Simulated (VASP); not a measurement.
Wanted: the native input for a VASP 6.6.1 run.

- Task: single point
- Functional: r2SCAN
- Potentials or basis: VASP PAW PBE potentials, release 64 (In_d)
- Cutoff: 520 eV
- k mesh: 16 × 16 × 16
- Occupations: fermi-dirac, width 0.1 eV
- Spin: no spin polarisation
- Dipole correction: no
- Further INCAR settings: ALGO = Normal; EDIFF = 1e-07; NBANDS = 12

Crystal: In.

```
In
1.0
    -1.41684    1.41684    2.18096
     1.41684   -1.41684    2.18096
     1.41684    1.41684   -2.18096
In
1
Direct
  0.00000 0.00000 0.00000
```

These files were run (other wordings do the same):

POSCAR

```
In
1.0
   -1.4168393800      1.4168393800      2.1809643400
    1.4168393800     -1.4168393800      2.1809643400
    1.4168393800      1.4168393800     -2.1809643400
In
1
Direct
    0.0000000000      0.0000000000      0.0000000000
```

INCAR.step1

```
PREC     = Accurate       # precision mode
ENCUT    = 520            # plane-wave cutoff, eV
ISMEAR   = -1             # smearing method
SIGMA    = 0.1            # smearing width, eV
LREAL    = F              # projectors in reciprocal space
LASPH    = T              # aspherical terms in the spheres
NELM     = 100            # most SCF steps
NBANDS   = 12             # bands
GGA      = PE             # functional
ALGO     = Normal         # electronic algorithm
EDIFF    = 1E-4           # SCF threshold, eV
LWAVE    = T              # write WAVECAR
LCHARG   = F              # write CHGCAR
```

INCAR.step2

```
PREC     = Accurate       # precision mode
ENCUT    = 520            # plane-wave cutoff, eV
EDIFF    = 1E-7           # SCF threshold, eV
ISMEAR   = -1             # smearing method
SIGMA    = 0.1            # smearing width, eV
LREAL    = F              # projectors in reciprocal space
LASPH    = T              # aspherical terms in the spheres
NELM     = 100            # most SCF steps
ALGO     = Normal         # electronic algorithm
ISIF     = 2              # what is computed and relaxed
LWAVE    = F              # write WAVECAR
LCHARG   = F              # write CHGCAR
METAGGA  = R2SCAN         # meta-GGA
LMIXTAU  = T            
NBANDS   = 12             # bands
ISTART   = 1
```

KPOINTS

```
Automatic mesh
0
Gamma
  16 16 16
```

Potentials or basis: VASP PAW PBE potentials, release 64 (In_d).

Command:

```sh
$ cat potpaw_PBE.64/In_d/POTCAR > POTCAR
$ cp INCAR.step1 INCAR
$ mpirun -np 1 vasp_std > vasp.out
$ cp INCAR.step2 INCAR
$ mpirun -np 1 vasp_std > vasp.out
```

Results of the run:

- Pressure: 48.8 GPa

Caveat: the PAW data sets were made with another functional, which shifts forces and pressure a little.

Run time: 2.9 min on 1 thread of Intel(R) Xeon(R) Platinum 8375C CPU @ 2.90GHz (Ice Lake) (shared host), peak memory 0.2 GiB.
